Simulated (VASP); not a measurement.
Write the native input for VASP 6.6.1 that does the following.

```
Task                   : single point
Functional             : PBE
Potentials or basis    : VASP PAW PBE potentials, release 64 (Si, C)
Cutoff                 : 520 eV
k mesh                 : 6 × 6 × 1
Occupations            : gaussian, width 0.1 eV
Spin                   : collinear spin, ferromagnetic start
Starting moments       : [0.0, 0.0, 0.0, 0.0, 0.0, 0.0, 0.0, 0.0, 1.0, 1.0] μB
Dipole correction      : no
Further INCAR settings : ALGO = Normal; EDIFF = 1e-06; NBANDS = 35
```

The structure of Si4C lies in POSCAR:

```
Si4C
1.0
    2.7800773700      0.0000000000      0.0000000000
   -1.3900386800      2.4076176200      0.0000000000
    0.0000000000      0.0000000000     21.9914089200
Si C
8 2
Direct
    0.3333333300      0.6666666700      0.8500000000
    0.3333333300      0.6666666700      0.0500000000
    0.3333333300      0.6666666700      0.2500000000
    0.3333333300      0.6666666700      0.4500000000
    0.6666666700      0.3333333300      0.7500000000
    0.6666666700      0.3333333300      0.9500000000
    0.6666666700      0.3333333300      0.1500000000
    0.6666666700      0.3333333300      0.5500000000
    0.3333333300      0.6666666700      0.6500000000
    0.6666666700      0.3333333300      0.3500000000
```

The input as run:

INCAR

```
ALGO     = Normal         # electronic algorithm
EDIFF    = 1E-6           # SCF threshold, eV
ENCUT    = 520            # plane-wave cutoff, eV
GGA      = PE             # functional
ISIF     = 2              # what is computed and relaxed
ISMEAR   = 0              # smearing method
ISPIN    = 2              # spin polarisation
LASPH    = T              # aspherical terms in the spheres
LCHARG   = F              # write CHGCAR
LORBIT   = 11             # projections on sites
LREAL    = F              # projectors in reciprocal space
LWAVE    = F              # write WAVECAR
MAGMOM   = 0 0 0 0 0 0 0 0 1 1 # initial moments
NBANDS   = 35             # bands
NELM     = 150            # most SCF steps
PREC     = Accurate       # precision mode
SIGMA    = 0.1            # smearing width, eV
```

KPOINTS

```
k-points
0
Gamma
  6 6 1
```

Potentials or basis: VASP PAW PBE potentials, release 64 (Si, C).

Command:

```bash
$ cat potpaw_PBE.64/Si/POTCAR potpaw_PBE.64/C/POTCAR > POTCAR
$ mpirun -np 1 vasp_std > vasp.out
```

It gave:

The pressure is -10.3 GPa, the largest force is 1.684 eV/Å and the band gap on the k mesh is zero (filled and empty bands overlap). The net moment is 0.00 μB per cell. The valence electrons inside the program's atomic spheres are Si 1.53, 1.54, 1.49; C 2.00.

Caveat: the k points lie up to 0.43 Å⁻¹ apart; forces of over 1 eV/Å act on the atoms, so gaps and moduli don't describe the material at rest.

Run time: 82 s on 1 thread of Intel(R) Xeon(R) 6975P-C (Granite Rapids) (shared host), peak memory 0.38 GiB.
